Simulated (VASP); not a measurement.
# MgO (P6_3mc) in VASP: further runs

Runs on MgO. Level: r2SCAN. Tasks: single point.

All numbers are computed with VASP 6.6.1; they aren't measurements. Logs are shortened: lines on timing, memory, paths and dates and some standing lists are left out, and cuts for length are marked.

### 1 The cell of the first run

It takes space group P6_3mc (No. 186, hexagonal). Conventional cell: a = 3.240 Å, b = 3.240 Å, c = 4.881 Å, α = 90.00°, β = 90.00°, γ = 120.00°. Within 2.6 Å of Mg (site symmetry 3m) lie 4 O at 1.93 to 1.95 Å. Within 2.6 Å of O (site symmetry 3m) lie 4 Mg at 1.93 to 1.95 Å.

### 2 Single point, r2SCAN

POSCAR

```
MgO
1.0
    3.2402621826      0.0000000000      0.0000000000
   -1.6201310913      2.8061493650      0.0000000000
    0.0000000000      0.0000000000      4.8811616653
Mg O
2 2
Direct
    0.6666666667      0.3333333333      0.5021597400
    0.3333333333      0.6666666667      0.0021597400
    0.6666666667      0.3333333333      0.9024402600
    0.3333333333      0.6666666667      0.4024402600
```

INCAR.step1

```
SYSTEM = MgO
ALGO = Normal
EDIFF = 1E-4
ENCUT = 520
GGA = PE
ISMEAR = -1
LASPH = .True.
LCHARG = .False.
LREAL = .False.
LWAVE = .True.
NBANDS = 16
NELM = 60
PREC = Accurate
SIGMA = 0.05
```

INCAR.step2

```
SYSTEM = MgO
ALGO = Normal
EDIFF = 1E-6
ENCUT = 520
ISIF = 2
ISMEAR = -1
ISTART = 1
LASPH = .True.
LCHARG = .True.
LELF = .True.
LMIXTAU = .True.
LREAL = .False.
LVHAR = .True.
LWAVE = .False.
METAGGA = R2SCAN
NBANDS = 16
NELM = 60
PREC = Accurate
SIGMA = 0.05
```

KPOINTS

```
k-points
0
Gamma
  9 9 6
  0 0 0
```

Potentials or basis: VASP PAW PBE potentials, release 64 (Mg, O).

Launch:

```sh
$ cat potpaw_PBE.64/Mg/POTCAR potpaw_PBE.64/O/POTCAR > POTCAR
$ cp INCAR.step1 INCAR
$ mpirun -np 1 vasp_std > vasp.out
$ cp INCAR.step2 INCAR
$ mpirun -np 1 vasp_std > vasp.out
```

OUTCAR:

```text
SYSTEM = MgO
   EDIFF = 1E-6
   ENCUT = 520
   ISIF = 2
   ISMEAR = -1
   ISTART = 1
   LASPH = .True.
   LREAL = .False.
   METAGGA = R2SCAN
   NELM = 60
   PREC = Accurate

 ion  position               nearest neighbor table
   1  0.667  0.333  0.502-   4 1.93   4 1.93   4 1.93   3 1.95   2 3.08   2 3.08   2 3.08   2 3.08
                             2 3.08   2 3.08
   2  0.333  0.667  0.002-   3 1.93   3 1.93   3 1.93   4 1.95   1 3.08   1 3.08   1 3.08   1 3.08
                             1 3.08   1 3.08
   3  0.667  0.333  0.902-   2 1.93   2 1.93   2 1.93   1 1.95
   4  0.333  0.667  0.402-   1 1.93   1 1.93   1 1.93   2 1.95

  LATTYP: Found a hexagonal cell.
 ALAT       =     3.2402621826
 C/A-ratio  =     1.5064094787

  Lattice vectors:

 A1 = (   3.2402621826,   0.0000000000,   0.0000000000)
 A2 = (  -1.6201310913,   2.8061493650,   0.0000000000)
 A3 = (   0.0000000000,   0.0000000000,   4.8811616653)

Analysis of symmetry for initial positions (statically):
=====================================================================
 Subroutine PRICEL returns:
 Original cell was already a primitive cell.

 Routine SETGRP: Setting up the symmetry group for a
 hexagonal supercell.

 Subroutine GETGRP returns: Found 12 space group operations
 (whereof  6 operations were pure point group operations)
 out of a pool of 24 trial point group operations.

The static configuration has the point symmetry C_3v.
 The point group associated with its full space group is C_6v.

Analysis of symmetry for dynamics (positions and initial velocities):
=====================================================================
 Subroutine PRICEL returns:
 Original cell was already a primitive cell.

 Routine SETGRP: Setting up the symmetry group for a
 hexagonal supercell.

 Subroutine GETGRP returns: Found 12 space group operations
 (whereof  6 operations were pure point group operations)
 out of a pool of 24 trial point group operations.

The dynamic configuration has the point symmetry C_3v.
 The point group associated with its full space group is C_6v.

 Subroutine INISYM returns: Found 12 space group operations
 (whereof  6 operations are pure point group operations),
 and found     1 'primitive' translations

----------------------------------------------------------------------------------------

                                     Primitive cell

  volume of cell :      44.3827

  direct lattice vectors                    reciprocal lattice vectors
     3.240262183  0.000000000  0.000000000     0.308617002  0.178180109  0.000000000
    -1.620131091  2.806149365  0.000000000     0.000000000  0.356360218  0.000000000
     0.000000000  0.000000000  4.881161665     0.000000000  0.000000000  0.204869264

  length of vectors
     3.240262183  3.240262183  4.881161665     0.356360218  0.356360218  0.204869264

  position of ions in fractional coordinates (direct lattice)
     0.666666667  0.333333333  0.502159740
     0.333333333  0.666666667  0.002159740
     0.666666667  0.333333333  0.902440260
     0.333333333  0.666666667  0.402440260

  ion indices of the primitive-cell ions
   primitive index   ion index
                 1           1
                 2           2
                 3           3
                 4           4

----------------------------------------------------------------------------------------

 KPOINTS: k-points

Automatic generation of k-mesh.
 Grid dimensions read from file:
 generate k-points for:    9    9    6

 Generating k-lattice:

  Cartesian coordinates                     Fractional coordinates (reciprocal lattice)
     0.034290778  0.019797790  0.000000000     0.111111111  0.000000000  0.000000000
     0.000000000  0.039595580  0.000000000     0.000000000  0.111111111  0.000000000
     0.000000000  0.000000000  0.034144877     0.000000000  0.000000000  0.166666667

  Length of vectors
     0.039595580  0.039595580  0.034144877

  Shift w.r.t. Gamma in fractional coordinates (k-lattice)
     0.000000000  0.000000000  0.000000000

 Subroutine IBZKPT returns following result:
 ===========================================

 Found     48 irreducible k-points:

 Following reciprocal coordinates:
            Coordinates               Weight
  0.000000  0.000000  0.000000      1.000000
  0.111111  0.000000  0.000000      6.000000
  0.222222  0.000000  0.000000      6.000000
  0.333333  0.000000  0.000000      6.000000
  0.444444  0.000000  0.000000      6.000000
  0.111111  0.111111  0.000000      6.000000
[... 16 lines left out ...]
  0.333333  0.222222  0.166667     24.000000
  0.333333  0.333333  0.166667      4.000000
 [... further k-points ...]
   k-points           NKPTS =     48   k-points in BZ     NKDIM =     48   number of bands    NBANDS=     16
   number of dos      NEDOS =    301   number of ions     NIONS =      4
   total plane-waves  NPLWV =  20736
   dimension x,y,z NGX =    24 NGY =   24 NGZ =   36
   dimension x,y,z NGXF=    48 NGYF=   48 NGZF=   72
   ions per type =               2   2
   NGX,Y,Z   is equivalent  to a cutoff of  12.31, 12.31, 12.26 a.u.
   NGXF,Y,Z  is equivalent  to a cutoff of  24.63, 24.63, 24.52 a.u.
 SYSTEM =  MgO
   PREC   = accura    normal or accurate (medium, high low for compatibility)
   ISTART =      1    job   : 0-new  1-cont  2-samecut
   ICHARG =      0    charge: 1-file 2-atom 10-const
   ISPIN  =      1    spin polarized calculation?
   LNONCOLLINEAR =      F non collinear calculations
   LSORBIT =      F    spin-orbit coupling
   LASPH  =      T    aspherical Exc in radial PAW
   ENCUT  =  520.0 eV  38.22 Ry    6.18 a.u.   6.02  6.02  9.08*2*pi/ulx,y,z
   NELM   =     60;   NELMIN=  2; NELMDL=  0     # of ELM steps
   EDIFF  = 0.1E-05   stopping-criterion for ELM
   LREAL  =      F    real-space projection
   EDIFFG = 0.1E-04   stopping-criterion for IOM
   NSW    =      0    number of steps for IOM
   IBRION =     -1    ionic relax: 0-MD 1-quasi-New 2-CG
   NFREE  =      0    steps in history (QN), initial steepest desc. (CG)
   ISIF   =      2    stress and relaxation
   ISYM   =      2    0-nonsym 1-usesym 2-fastsym
   POTIM  = 0.5000    time-step for ionic-motion
   TEBEG  =    0.0;   TEEND  =   0.0 temperature during run
   PSTRESS=    0.0 pullay stress
   NELECT =      16.0000    total number of electrons
   NUPDOWN=      -1.0000    fix difference up-down
   EMIN   =  10.00;   EMAX   =-10.00  energy-range for DOS
   EFERMI =   0.00;   METHOD = LEGACY
   ISMEAR =    -1;   SIGMA  =   0.05  broadening in eV -4-tet -1-fermi 0-gaus
   EFERMI_NEDOS =   21; number of points for ismear=-14 and -15
   IALGO  =     38    algorithm
   IMIX   =      4    mixing-type and parameters
     AMIX     =   0.40;   BMIX     =  1.00
     AMIX_MAG =   1.60;   BMIX_MAG =  1.00
  volume/ion in A,a.u.               =      11.10        74.88
  Fermi-wavevector in a.u.,A,eV,Ry     =   1.165136  2.201789 18.470493  1.357543
  Thomas-Fermi vector in A             =   2.301666
   LORBIT       =      0    0 simple, 1 ext, 2 COOP (PROOUT), +10 PAW based schemes
   METAGGA = R2SCAN    functional components
   LHFCALC =     F    Hartree Fock is set to
   AEXX    =    0.0000 exact exchange contribution
   IVDW    =     0    specifies the selected vdW correction
   LEPSILON=     F    determine dielectric tensor
   LRPA    =     F    only Hartree local field effects (RPA)
 non-spin polarized calculation
  energy-cutoff  :      520.00
  volume of cell :       44.38
 maximum number of plane-waves:      1215
   NGX = 13   NGY = 13   NGZ = 19

 number of electron      16.0000008 magnetization

 Free energy of the ion-electron system (eV)
  ---------------------------------------------------
  ext. energy  EPLUGINS =         0.00000000
  ---------------------------------------------------
  free energy    TOTEN  =       -31.79590264 eV

  energy without entropy =      -31.79590264  energy(sigma->0) =      -31.79590264

 E-fermi :   2.1611     XC(G=0): -10.4883

 val. band max:        1.0816926219   @ k =   0.0000   0.0000   0.0000
 cond. band min:       5.5759366579   @ k =   0.0000   0.0000   0.0000
 fundamental gap:      4.4942440360
 Fermi energy:         2.1611076324

 k-point     1 :       0.0000    0.0000    0.0000
  band No.  band energies     occupation
      1     -16.3447      2.00000
      2     -15.4523      2.00000
      3      -2.3987      2.00000
      4       0.2376      2.00000
      5       0.2376      2.00000
      6       0.5893      2.00000
[... 8 lines left out ...]
     15      19.3163      0.00000
     16      19.3163      0.00000

 k-point     2 :       0.1111    0.0000    0.0000
  band No.  band energies     occupation
      1     -16.2775      2.00000
      2     -15.4304      2.00000
      3      -2.2736      2.00000
      4      -0.0703      2.00000
      5       0.1507      2.00000
      6       0.2348      2.00000
[... 8 lines left out ...]
     15      18.9473      0.00000
     16      19.0500      0.00000

 k-point     3 :       0.2222    0.0000    0.0000
  band No.  band energies     occupation
      1     -16.0965      2.00000
      2     -15.3808      2.00000
      3      -1.9222      2.00000
      4      -0.8810      2.00000
      5      -0.3408      2.00000
      6      -0.0301      2.00000
[... 8 lines left out ...]
     15      17.9609      0.00000
     16      18.1236      0.00000

 k-point     4 :       0.3333    0.0000    0.0000
  band No.  band energies     occupation
      1     -15.8615      2.00000
      2     -15.3452      2.00000
      3      -1.6981      2.00000
      4      -1.3920      2.00000
      5      -0.8511      2.00000
      6      -0.2032      2.00000
[... 8 lines left out ...]
     15      17.4014      0.00000
     16      18.4280      0.00000
[... 324 lines left out ...]
 k-point    22 :       0.2222    0.2222    0.1667
  band No.  band energies     occupation
      1     -15.7166      2.00000
      2     -15.3668      2.00000
      3      -1.7114      2.00000
      4      -1.5671      2.00000
      5      -0.5207      2.00000
      6      -0.4767      2.00000
[... 8 lines left out ...]
     15      16.7822      0.00000
     16      19.3142      0.00000

 k-point    23 :       0.3333    0.2222    0.1667
  band No.  band energies     occupation
      1     -15.5570      2.00000
      2     -15.3847      2.00000
      3      -1.9366      2.00000
      4      -1.3616      2.00000
      5      -0.9209      2.00000
      6      -0.2569      2.00000
[... 8 lines left out ...]
     15      16.4150      0.00000
     16      19.4242      0.00000

 k-point    24 :       0.3333    0.3333    0.1667
  band No.  band energies     occupation
      1     -15.4464      2.00000
      2     -15.4464      2.00000
      3      -1.7978      2.00000
      4      -1.2245      2.00000
      5      -1.2245      2.00000
      6      -0.4472      2.00000
[... 8 lines left out ...]
     15      15.9095      0.00000
     16      20.4248      0.00000

 [... further k-points ...]

------------------------ aborting loop because EDIFF is reached ----------------------------------------

  FORCE on cell =-STRESS in cart. coord.  units (eV):
  Direction    XX          YY          ZZ          XY          YZ          ZX
  --------------------------------------------------------------------------------------
  -------------------------------------------------------------------------------------
  Total        2.2412877      2.2412877      1.9562278      0.0000000      0.0000000      0.0000000
  in kB       80.9084836     80.9084836     70.6180767      0.0000000      0.0000000      0.0000000
  external PRESSURE =      77.4783480 kB  Pullay stress =       0.0000000 kB

 VOLUME and BASIS-vectors are now :
 -----------------------------------------------------------------------------
  energy-cutoff  :      520.00
  volume of cell :       44.38
      direct lattice vectors                 reciprocal lattice vectors
     3.240262183  0.000000000  0.000000000     0.308617002  0.178180109  0.000000000
    -1.620131091  2.806149365  0.000000000     0.000000000  0.356360218  0.000000000
     0.000000000  0.000000000  4.881161665     0.000000000  0.000000000  0.204869264

 POSITION                                       TOTAL-FORCE (eV/Angst)
 -----------------------------------------------------------------------------------
      1.62013      0.93538      2.45112        -0.000000      0.000000     -0.035135
     -0.00000      1.87077      0.01054         0.000000     -0.000000     -0.035135
      1.62013      0.93538      4.40496        -0.000000      0.000000      0.035135
     -0.00000      1.87077      1.96438         0.000000     -0.000000      0.035135
 -----------------------------------------------------------------------------------
    total drift:                                0.000000      0.000001      0.021533

  FREE ENERGIE OF THE ION-ELECTRON SYSTEM (eV)
  ---------------------------------------------------
  free  energy   TOTEN  =       -31.7959026440 eV

  energy  without entropy=      -31.7959026440  energy(sigma->0) =      -31.79590264
```

Wall time 67 s (1 thread of AMD EPYC 9R45 (Zen 5), shared host); peak memory 0.15 GiB.

What came out:

* Free energy: -31.7959 eV
* Pressure: 7.7 GPa
* Largest force: 0.035 eV/Å
* Band gap on the k mesh: 4.49 eV, direct

Forces in eV/Å, atoms in the order of the input:
```
Mg   0.000  0.000 -0.035
Mg   0.000  0.000 -0.035
O    0.000  0.000  0.035
O    0.000  0.000  0.035
```

Caveat: the PAW data sets were made with another functional, which shifts forces and pressure a little. A k mesh can miss the band edges.

### 3 Single point, r2SCAN

This run uses another cell than the first one, of 11.33 Å³/atom, 1.021 times its volume.

POSCAR

```
MgO
1.0
    3.2630816822      0.0000000000      0.0000000000
   -1.6315408411      2.8259116314      0.0000000000
    0.0000000000      0.0000000000      4.9155371758
Mg O
2 2
Direct
    0.6666666667      0.3333333333      0.5021597400
    0.3333333333      0.6666666667      0.0021597400
    0.6666666667      0.3333333333      0.9024402600
    0.3333333333      0.6666666667      0.4024402600
```

INCAR.step1

```
SYSTEM = MgO
  PREC = Accurate
  ENCUT = 520
  ISMEAR = -1
  SIGMA = 0.05
  LREAL = .False.
  LASPH = .True.
  NELM = 60
  NBANDS = 16
  GGA = PE
  ALGO = Normal
  EDIFF = 1E-4
  LWAVE = .True.
  LCHARG = .False.
```

INCAR.step2

```
SYSTEM = MgO
  PREC = Accurate
  ENCUT = 520
  EDIFF = 1E-6
  ISMEAR = -1
  SIGMA = 0.05
  LREAL = .False.
  LASPH = .True.
  NELM = 60
  ALGO = Normal
  ISIF = 2
  LWAVE = .False.
  LCHARG = .False.
  METAGGA = R2SCAN
  LMIXTAU = .True.
  NBANDS = 16
  ISTART = 1
```

KPOINTS

```
regular mesh
0
Gamma
  9 9 6
  0 0 0
```

Potentials or basis: VASP PAW PBE potentials, release 64 (Mg, O).

Launch:

```sh
$ cat potpaw_PBE.64/Mg/POTCAR potpaw_PBE.64/O/POTCAR > POTCAR
$ cp INCAR.step1 INCAR
$ mpirun -np 1 vasp_std > vasp.out
$ cp INCAR.step2 INCAR
$ mpirun -np 1 vasp_std > vasp.out
```

Wall time 71 s (1 thread of AMD EPYC 9R45 (Zen 5), shared host); peak memory 0.15 GiB.

It converged, with:

* Free energy: -31.8327 eV
* Pressure: 4.5 GPa
* Largest force: 0.015 eV/Å
* Band gap on the k mesh: 4.37 eV, direct

Forces on the atoms (eV/Å):
```
Mg   0.000  0.000 -0.015
Mg   0.000  0.000 -0.015
O    0.000  0.000  0.015
O    0.000  0.000  0.015
```

Stress tensor (GPa, compression positive):
```
4.65 0.00 0.00
0.00 4.65 0.00
0.00 0.00 4.17
```

Levels at points of the mesh, in eV from the valence-band top:
| k point | band 6 | band 7 | band 8 | band 9 | band 10 | band 11 |
| --- | --- | --- | --- | --- | --- | --- |
| (0.00, 0.00, 0.00) | -0.48 | -0.48 | 0.00 | 4.37 | 9.70 | 11.55 |
| (0.00, 0.00, 0.50) | -0.66 | -0.66 | -0.66 | 6.95 | 6.95 | 14.59 |

Caveat: the PAW data sets were made with another functional, which shifts forces and pressure a little.

### 4 Single point, r2SCAN

This run uses another cell than the first one, of 11.57 Å³/atom, 1.043 times its volume.

POSCAR

```
MgO
1.0
    3.2855864049      0.0000000000      0.0000000000
   -1.6427932025      2.8454012930      0.0000000000
    0.0000000000      0.0000000000      4.9494385035
Mg O
2 2
Direct
    0.6666666667      0.3333333333      0.5021597400
    0.3333333333      0.6666666667      0.0021597400
    0.6666666667      0.3333333333      0.9024402600
    0.3333333333      0.6666666667      0.4024402600
```

INCAR.step1

```
SYSTEM = MgO
  ALGO = Normal
  EDIFF = 1E-4
  ENCUT = 520
  GGA = PE
  ISMEAR = -1
  LASPH = .TRUE.
  LCHARG = .FALSE.
  LREAL = .FALSE.
  LWAVE = .TRUE.
  NBANDS = 16
  NELM = 80
  PREC = Accurate
  SIGMA = 0.05
```

INCAR.step2

```
SYSTEM = MgO
  ALGO = Normal
  EDIFF = 1E-7
  ENCUT = 520
  ISIF = 2
  ISMEAR = -1
  ISTART = 1
  LASPH = .TRUE.
  LCHARG = .FALSE.
  LMIXTAU = .TRUE.
  LREAL = .FALSE.
  LWAVE = .FALSE.
  METAGGA = R2SCAN
  NBANDS = 16
  NELM = 80
  PREC = Accurate
  SIGMA = 0.05
```

KPOINTS

```
k-points
0
G
  9 9 6
  0 0 0
```

Launch:

```sh
$ cat potpaw_PBE.64/Mg/POTCAR potpaw_PBE.64/O/POTCAR > POTCAR
$ cp INCAR.step1 INCAR
$ mpirun -np 1 vasp_std > vasp.out
$ cp INCAR.step2 INCAR
$ mpirun -np 1 vasp_std > vasp.out
```

It took 90 s on 1 thread of AMD EPYC 9R45 (Zen 5), shared host; peak memory 0.15 GiB.

The run converged. Its results:

```yaml
Free_energy: -31.8513 eV
Pressure: 1.5 GPa
Largest_force: 0.008 eV/Å
Band_gap_on_the_k_mesh: 4.25 eV, direct
```

Forces on the atoms (eV/Å):
```
Mg   0.000  0.000  0.008
Mg   0.000  0.000  0.008
O    0.000  0.000 -0.008
O    0.000  0.000 -0.008
```

Levels at points of the mesh, in eV from the valence-band top:
```
           k point  band 4  band 5  band 6  band 7  band 8  band 9  band 10  band 11  band 12  band 13
(0.00, 0.00, 0.00)   -0.82   -0.82   -0.47   -0.47    0.00    4.25     9.54    11.37    15.18    15.18
(0.00, 0.00, 0.50)   -2.03   -0.65   -0.65   -0.65   -0.65    6.81     6.81    14.40    14.40    15.69
```

Caveat: the PAW data sets were made with another functional, which shifts forces and pressure a little. r2SCAN opens gaps a little over a GGA but as a rule still falls short of measured ones.

### 5 The runs side by side

```tsv
cell	gap on the mesh (eV)	pressure (GPa)	largest force (eV/Å)
a = 3.240, b = 3.240, c = 4.881 Å, angles 90.0, 90.0, 120.0°, 4 atoms	4.49	7.7	0.04
a = 3.263, b = 3.263, c = 4.916 Å, angles 90.0, 90.0, 120.0°, 4 atoms	4.37	4.5	0.02
a = 3.286, b = 3.286, c = 4.949 Å, angles 90.0, 90.0, 120.0°, 4 atoms	4.25	1.5	0.01
```

Alike in all rows: task single point; level r2SCAN; potentials or basis VASP PAW PBE potentials, release 64 (Mg, O); no spin polarisation; k mesh 9 × 9 × 6; cutoff (eV) 520; smearing fermi-dirac 0.05 eV.

Caveats: the PAW data sets were made with another functional, which shifts forces and pressure a little.

Total energies depend on the potentials used, so only differences within one code and one set of settings carry meaning.
